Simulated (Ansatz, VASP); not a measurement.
## Al2O3: VASP beside Ansatz

```xyz
10
Lattice="2.3803 1.3742 4.3319 -2.3803 1.3742 4.3319 0.0000 -2.7485 4.3319" Properties=species:S:1:pos:R:3 pbc="T T T"
Al    0.0000    0.0000    4.5735
Al    0.0000    0.0000    1.9243
Al    0.0000    0.0000    8.4221
Al    0.0000    0.0000   11.0713
O    -0.9219    1.3742    7.5808
O    -0.7292   -1.4855    7.5808
O     1.6511    0.1113    7.5808
O     0.9219   -1.3742    5.4148
O     0.7292    1.4855    5.4148
O    -1.6511   -0.1113    5.4148
```

Alike in both runs: functional r2SCAN; k mesh 5 × 5 × 5; no spin polarisation.

Ansatz relaxed the structure, and its values are those at the end. VASP's run is a single point on that final structure, the one shown.

```csv
,VASP,Ansatz
version,VASP 6.6.1,Ansatz 0.2.0
potentials or method,"VASP PAW PBE potentials, release 64 (Al, O)","scalar-relativistic, plane waves, PAW"
plane-wave cutoff (eV),520,500
occupations,"gaussian, width 0.01 eV",fixed
valence electrons in the cell,48,48
```

VASP gave:

* pressure (GPa): -0.7
* rms of the force components (eV/Å): 0.009

Which values does Ansatz return?

Pressure (GPa): -0.2; rms of the force components (eV/Å): 0.001.

VASP's potentials were made for PBE, not for r2SCAN. Ansatz's warnings: stress scf threshold loose.
